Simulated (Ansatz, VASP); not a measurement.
# Two plane-wave programs on BN

```xyz
2
Lattice="0.0000 1.8131 1.8131 1.8131 0.0000 1.8131 1.8131 1.8131 0.0000" Properties=species:S:1:pos:R:3 pbc="T T T"
B     0.0000    0.0000    0.0000
N     0.9066    0.9066    0.9066
```

Alike in both runs: task single point; functional PBE; k mesh 8 × 8 × 8; occupations gaussian, width 0.05 eV; no spin polarisation.

|  | VASP | Ansatz |
| --- | --- | --- |
| version | VASP 6.6.1 | Ansatz 0.2.0 |
| potentials or method | VASP PAW PBE potentials, release 64 (B, N), cutoff 600 eV | scalar-relativistic, plane waves, PAW |
| valence electrons in the cell | 8 | 8 |

Ansatz gave:

```
gap on the k mesh at the Fermi level (eV) : 4.46
least direct gap on the mesh (eV)         : 8.79
pressure (GPa)                            : -0.5
```

Q: Which values does VASP return?

A: gap on the k mesh at the Fermi level (eV): 4.45; least direct gap on the mesh (eV): 8.78; pressure (GPa): -0.5.

With one functional, cell and mesh, what is left measures potentials, basis and numerics.
